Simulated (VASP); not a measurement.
# Ir (Fm-3m) in VASP: further runs

Runs on Ir. Level: BLYP. Tasks: relaxation of cell and atoms, single point.

Program: VASP 6.6.1. These are calculated values, not measurements. Logs are shortened: lines on timing, memory, paths and dates and some standing lists are left out, and cuts for length are marked.

## Step 1: The cell of the first run

It takes space group Fm-3m (No. 225, cubic). Conventional cell: a = 3.839 Å, b = 3.839 Å, c = 3.839 Å, α = 90.00°, β = 90.00°, γ = 90.00°. Within 3.6 Å of Ir (site symmetry m-3m) lie 12 Ir at 2.71 Å.

## Step 2: Relaxation of cell and atoms, BLYP

File INCAR:

```
SYSTEM = Ir
PREC = Accurate
ENCUT = 500
EDIFF = 1E-7
ISMEAR = -1
SIGMA = 0.1
LREAL = .FALSE.
LASPH = .TRUE.
NELM = 120
ALGO = Normal
ISIF = 3
LWAVE = .FALSE.
LCHARG = .FALSE.
GGA = B5
ALDAX = 1.0
AGGAX = 1.0
AGGAC = 1.0
ALDAC = 0.0
IBRION = 2
NSW = 80
EDIFFG = -0.01
GGA_COMPAT = .FALSE.
NELMIN = 4
```

File KPOINTS:

```
Automatic mesh
0
G
  14 14 14
  0 0 0
```

File POSCAR:

```
Ir
1.0
    0.0000000000      1.9197000000      1.9197000000
    1.9197000000      0.0000000000      1.9197000000
    1.9197000000      1.9197000000      0.0000000000
Ir
1
Direct
    0.0000000000      0.0000000000      0.0000000000
```

Potentials or basis: VASP PAW PBE potentials, release 64 (Ir_sv_GW).

On the command line:

```sh
cat potpaw_PBE.64/Ir_sv_GW/POTCAR > POTCAR
mpirun -np 1 vasp_std > vasp.out
```

OUTCAR:

```text
SYSTEM = Ir
   PREC = Accurate
   ENCUT = 500
   EDIFF = 1E-7
   ISMEAR = -1
   LREAL = .FALSE.
   LASPH = .TRUE.
   NELM = 120
   ISIF = 3
   GGA = B5
   IBRION = 2
   NSW = 80
   EDIFFG = -0.01
   NELMIN = 4

 ion  position               nearest neighbor table
   1  0.000  0.000  0.000-

  LATTYP: Found a face centered cubic cell.
 ALAT       =     3.8394000000

  Lattice vectors:

 A1 = (   0.0000000000,   1.9197000000,   1.9197000000)
 A2 = (   1.9197000000,   0.0000000000,   1.9197000000)
 A3 = (   1.9197000000,   1.9197000000,   0.0000000000)

Analysis of symmetry for initial positions (statically):
=====================================================================
 Subroutine PRICEL returns:
 Original cell was already a primitive cell.

 Routine SETGRP: Setting up the symmetry group for a
 face centered cubic supercell.

 Subroutine GETGRP returns: Found 48 space group operations
 (whereof 48 operations were pure point group operations)
 out of a pool of 48 trial point group operations.

The static configuration has the point symmetry O_h .

Analysis of symmetry for dynamics (positions and initial velocities):
=====================================================================
 Subroutine PRICEL returns:
 Original cell was already a primitive cell.

 Routine SETGRP: Setting up the symmetry group for a
 face centered cubic supercell.

 Subroutine GETGRP returns: Found 48 space group operations
 (whereof 48 operations were pure point group operations)
 out of a pool of 48 trial point group operations.

The dynamic configuration has the point symmetry O_h .

 Subroutine INISYM returns: Found 48 space group operations
 (whereof 48 operations are pure point group operations),
 and found     1 'primitive' translations

----------------------------------------------------------------------------------------

                                     Primitive cell

  volume of cell :      14.1491

  direct lattice vectors                    reciprocal lattice vectors
     0.000000000  1.919700000  1.919700000    -0.260457363  0.260457363  0.260457363
     1.919700000  0.000000000  1.919700000     0.260457363 -0.260457363  0.260457363
     1.919700000  1.919700000  0.000000000     0.260457363  0.260457363 -0.260457363

  length of vectors
     2.714865776  2.714865776  2.714865776     0.451125386  0.451125386  0.451125386

  position of ions in fractional coordinates (direct lattice)
     0.000000000  0.000000000  0.000000000

  ion indices of the primitive-cell ions
   primitive index   ion index
                 1           1
[... 98 lines left out ...]
   LHFCALC =     F    Hartree Fock is set to
   AEXX    =    0.0000 exact exchange contribution
   IVDW    =     0    specifies the selected vdW correction
   LEPSILON=     F    determine dielectric tensor
   LRPA    =     F    only Hartree local field effects (RPA)
 conjugate gradient relaxation of ions
 non-spin polarized calculation
  energy-cutoff  :      500.00
  volume of cell :       14.15
 maximum number of plane-waves:       370
   NGX =  9   NGY =  9   NGZ =  9

--------------------------------------- Ionic step        1  -------------------------------------------

 number of electron      17.0000000 magnetization

 Free energy of the ion-electron system (eV)
  ---------------------------------------------------
  ext. energy  EPLUGINS =         0.00000000
  ---------------------------------------------------
  free energy    TOTEN  =        -7.98033998 eV

  energy without entropy =       -7.94561368  energy(sigma->0) =       -7.96297683

------------------------ aborting loop because EDIFF is reached ----------------------------------------

  FORCE on cell =-STRESS in cart. coord.  units (eV):
  Direction    XX          YY          ZZ          XY          YZ          ZX
  --------------------------------------------------------------------------------------
  -------------------------------------------------------------------------------------
  Total        2.2575836      2.2575836      2.2575836     -0.0000000     -0.0000000      0.0000000
  in kB      255.6373610    255.6373610    255.6373610     -0.0000000     -0.0000000      0.0000000
  external PRESSURE =     255.6373610 kB  Pullay stress =       0.0000000 kB
[... 22 lines left out ...]
--------------------------------------- Ionic step        2  -------------------------------------------

 number of electron      16.9999999 magnetization

 E-fermi :   8.1749     XC(G=0): -11.9612

 val. band max:        8.1717219397   @ k =   0.4286   0.3571   0.0000
 cond. band min:       8.1854142194   @ k =   0.3571   0.2143   0.0000
 fundamental gap:      0.0136922797
 Fermi energy:         8.1748572335

 k-point     1 :       0.0000    0.0000    0.0000
  band No.  band energies     occupation
      1     -83.3351      2.00000
      2     -40.3187      2.00000
      3     -40.3187      2.00000
      4     -40.3187      2.00000
      5       0.2549      2.00000
      6       5.8110      2.00000
      7       5.8110      2.00000
      8       5.8110      2.00000
      9       7.4245      1.99890
     10       7.4245      1.99890
     11      22.6149      0.00000
     12      26.3301      0.00000
[... 408 lines left out ...]
  FREE ENERGIE OF THE ION-ELECTRON SYSTEM (eV)
  ---------------------------------------------------
  free  energy   TOTEN  =        -8.0560714768 eV

  energy  without entropy=       -8.0172256128  energy(sigma->0) =       -8.03664854

[... ionic steps 4 to 14 ...]

--------------------------------------- Ionic step       15  -------------------------------------------

 number of electron      17.0000000 magnetization

------------------------ aborting loop because EDIFF is reached ----------------------------------------
[... 65 lines left out ...]
--------------------------------------- Ionic step       17  -------------------------------------------

 number of electron      17.0000000 magnetization

 Free energy of the ion-electron system (eV)
  ---------------------------------------------------
  ext. energy  EPLUGINS =         0.00000000
  ---------------------------------------------------
  free energy    TOTEN  =        -8.05698351 eV

  energy without entropy =       -8.01862561  energy(sigma->0) =       -8.03780456

 E-fermi :  12.0759     XC(G=0): -13.4042

 val. band max:       12.0514376865   @ k =  -0.2143   0.3571   0.1429
 cond. band min:      12.0898352594   @ k =   0.2857   0.2857   0.0000
 fundamental gap:      0.0383975729
 Fermi energy:        12.0758856157

 k-point     1 :       0.0000    0.0000    0.0000
  band No.  band energies     occupation
      1     -80.0543      2.00000
      2     -36.8623      2.00000
      3     -36.8623      2.00000
      4     -36.8623      2.00000
      5       1.9792      2.00000
      6       8.6456      2.00000
      7       8.6456      2.00000
      8       8.6456      2.00000
      9      11.0287      1.99994
     10      11.0287      1.99994
     11      26.2528      0.00000
     12      31.2585      0.00000
[... 373 lines left out ...]
  FREE ENERGIE OF THE ION-ELECTRON SYSTEM (eV)
  ---------------------------------------------------
  free  energy   TOTEN  =        -8.0569835145 eV

  energy  without entropy=       -8.0186256098  energy(sigma->0) =       -8.03780456

 reached required accuracy - stopping structural energy minimisation
```

OSZICAR:

```text
N       E                     dE             d eps       ncg     rms          rms(c)
DAV:   1     0.102423484944E+03    0.10242E+03   -0.11568E+04  2672   0.143E+03
DAV:   2    -0.725363850603E+01   -0.10968E+03   -0.10500E+03  2880   0.413E+02
DAV:   3    -0.907125844175E+01   -0.18176E+01   -0.17926E+01  2900   0.489E+01
[... 121 lines left out ...]
       N       E                     dE             d eps       ncg     rms          rms(c)
DAV:   1    -0.805698580417E+01   -0.29846E-05   -0.52774E-05  2628   0.102E-01    0.189E-02
DAV:   2    -0.805698371469E+01    0.20895E-05   -0.53242E-06  2568   0.281E-02    0.303E-03
DAV:   3    -0.805698360229E+01    0.11240E-06   -0.45247E-07  2640   0.813E-03    0.244E-03
DAV:   4    -0.805698351451E+01    0.87778E-07   -0.25102E-08  1248   0.173E-03
  17 F= -.80569835E+01 E0= -.80378046E+01  d E =-.166569E-05
```

CONTCAR:

```text
Ir
   1.00000000000000
     0.0000000000000001    1.9652294929974463    1.9652294929974463
     1.9652294929974463    0.0000000000000000    1.9652294929974463
     1.9652294929974463    1.9652294929974463    0.0000000000000001
  Ir
     1
Direct
     0.0000000000000000    0.0000000000000000    0.0000000000000000

  0.00000000E+00  0.00000000E+00  0.00000000E+00
```

Wall time 5.6 min (1 thread of AMD EPYC 7R43 (Zen 3), shared host); peak memory 0.11 GiB.

What came out:

```
Free energy                            : -8.0570 eV
Relaxed volume                         : 15.18 Å³/atom
Relaxed cell                           : a = 2.779 Å, b = 2.779 Å, c = 2.779 Å, α = 60.00°, β = 60.00°, γ = 60.00°
Space group after relaxing (to 0.05 Å) : Fm-3m (No. 225)
Energy gained by relaxing              : 76.6 meV/atom
Ionic steps                            : 17
Pressure after relaxing                : 0.1 GPa
```

The path:
| step | energy change (eV) | largest force (eV/Å) | pressure (GPa) | volume (Å³) |
| --- | --- | --- | --- | --- |
| 1 | 0.0000 | 0.0000 | 25.56 | 14.15 |
| 2 | 0.5373 | 0.0000 | -36.53 | 19.29 |
| 3 | -0.0757 | 0.0000 | -2.38 | 15.31 |
| 4 | -0.0766 | 0.0000 | -0.27 | 15.20 |
| 5 | -0.0766 | 0.0000 | 0.14 | 15.18 |
| 6 | -0.0766 | 0.0000 | 0.14 | 15.18 |
| 7 | -0.0766 | 0.0000 | 0.13 | 15.18 |
| 8 | -0.0766 | 0.0000 | 0.12 | 15.18 |
| 9 | -0.0766 | 0.0000 | 0.12 | 15.18 |
| 10 | -0.0766 | 0.0000 | 0.12 | 15.18 |
| 11 | -0.0766 | 0.0000 | 0.12 | 15.18 |
| 12 | -0.0766 | 0.0000 | 0.12 | 15.18 |
| 13 | -0.0766 | 0.0000 | 0.12 | 15.18 |
| 14 | -0.0766 | 0.0000 | 0.12 | 15.18 |
| 15 | -0.0766 | 0.0000 | 0.12 | 15.18 |
| 16 | -0.0766 | 0.0000 | 0.11 | 15.18 |
| 17 | -0.0766 | 0.0000 | 0.08 | 15.18 |

Final structure:
```
Ir
1.0
     0.00000    1.96523    1.96523
     1.96523    0.00000    1.96523
     1.96523    1.96523    0.00000
Ir
1
Direct
  0.00000 0.00000 0.00000
```

Caveat: the PAW data sets were made with another functional, which shifts forces and pressure a little; spin-orbit coupling is left out, which moves the levels of the heavy elements. Zero-point motion and thermal expansion aren't in these numbers.

## Step 3: Single point, BLYP (volume scaled by 1.04)

File INCAR:

```
PREC = Accurate ; ENCUT = 500
EDIFF = 1E-6 ; ISMEAR = -1
SIGMA = 0.1 ; LREAL = F
LASPH = T ; NELM = 120
ALGO = Normal ; ISIF = 2
LWAVE = F ; LCHARG = F
GGA = B5 ; ALDAX = 1.0
AGGAX = 1.0 ; AGGAC = 1.0
ALDAC = 0.0 ; NBANDS = 14
GGA_COMPAT = F
```

File KPOINTS:

```
regular mesh
0
Gamma
  22 22 22
```

File POSCAR:

```
Ir
1.0
    0.0000000000      1.9947510883      1.9947510883
    1.9947510883      0.0000000000      1.9947510883
    1.9947510883      1.9947510883      0.0000000000
Ir
1
Direct
    0.0000000000      0.0000000000      0.0000000000
```

Potentials or basis: VASP PAW PBE potentials, release 64 (Ir_sv_GW).

On the command line:

```sh
cat potpaw_PBE.64/Ir_sv_GW/POTCAR > POTCAR
mpirun -np 1 vasp_std > vasp.out
```

OUTCAR:

```text
PREC = Accurate
   ENCUT = 500
   EDIFF = 1E-6
   ISMEAR = -1
   LREAL = F
   LASPH = T
   NELM = 120
   ISIF = 2
   GGA = B5

 ion  position               nearest neighbor table
   1  0.000  0.000  0.000-

  LATTYP: Found a face centered cubic cell.
 ALAT       =     3.9895021766

  Lattice vectors:

 A1 = (   0.0000000000,   1.9947510883,   1.9947510883)
 A2 = (   1.9947510883,   0.0000000000,   1.9947510883)
 A3 = (   1.9947510883,   1.9947510883,   0.0000000000)

Analysis of symmetry for initial positions (statically):
=====================================================================
 Subroutine PRICEL returns:
 Original cell was already a primitive cell.

 Routine SETGRP: Setting up the symmetry group for a
 face centered cubic supercell.

 Subroutine GETGRP returns: Found 48 space group operations
 (whereof 48 operations were pure point group operations)
 out of a pool of 48 trial point group operations.

The static configuration has the point symmetry O_h .

Analysis of symmetry for dynamics (positions and initial velocities):
=====================================================================
 Subroutine PRICEL returns:
 Original cell was already a primitive cell.
[... 169 lines left out ...]
      7       8.0718      2.00000
      8       8.0718      2.00000
      9      10.2893      1.99992
     10      10.2893      1.99992
     11      25.5394      0.00000
     12      30.2994      0.00000
     13      30.2994      0.00000
     14      30.2994      0.00000
[... 377 lines left out ...]
      1     -80.7105      2.00000
      2     -38.1000      2.00000
      3     -37.6650      2.00000
      4     -37.6569      2.00000
      5       4.5277      2.00000
      6       7.9599      2.00000
      7       8.0607      2.00000
      8      10.6048      1.99815
      9      11.9308      0.00375
     10      12.5472      0.00001
     11      17.7457      0.00000
     12      25.3673      0.00000
     13      29.4875      0.00000
     14      29.8945      0.00000

 [... further k-points ...]

------------------------ aborting loop because EDIFF is reached ----------------------------------------

  FORCE on cell =-STRESS in cart. coord.  units (eV):
  Direction    XX          YY          ZZ          XY          YZ          ZX
  --------------------------------------------------------------------------------------
  -------------------------------------------------------------------------------------
  Total       -1.1693499     -1.1693499     -1.1693499      0.0000000     -0.0000000      0.0000000
  in kB     -118.0209024   -118.0209024   -118.0209024      0.0000000     -0.0000000      0.0000000
  external PRESSURE =    -118.0209024 kB  Pullay stress =       0.0000000 kB

 VOLUME and BASIS-vectors are now :
 -----------------------------------------------------------------------------
  energy-cutoff  :      500.00
  volume of cell :       15.87
      direct lattice vectors                 reciprocal lattice vectors
     0.000000000  1.994751088  1.994751088    -0.250657840  0.250657840  0.250657840
     1.994751088  0.000000000  1.994751088     0.250657840 -0.250657840  0.250657840
     1.994751088  1.994751088  0.000000000     0.250657840  0.250657840 -0.250657840

 POSITION                                       TOTAL-FORCE (eV/Angst)
 -----------------------------------------------------------------------------------
      0.00000      0.00000      0.00000         0.000000     -0.000000      0.000000
 -----------------------------------------------------------------------------------
    total drift:                                0.000000     -0.000000     -0.000000

  FREE ENERGIE OF THE ION-ELECTRON SYSTEM (eV)
  ---------------------------------------------------
  free  energy   TOTEN  =        -8.0644231344 eV

  energy  without entropy=       -8.0247814146  energy(sigma->0) =       -8.04460227
```

Wall time 23 s (1 thread of Intel Xeon 6975P-C (Granite Rapids), shared host); peak memory 0.19 GiB.

Results:

- Free energy: -8.0644 eV
- Pressure: -11.8 GPa

Caveat: the cell differs from its parent crystal (volume scaled by 1.04); the PAW data sets were made with another functional, which shifts forces and pressure a little; spin-orbit coupling is left out, which moves the levels of the heavy elements.
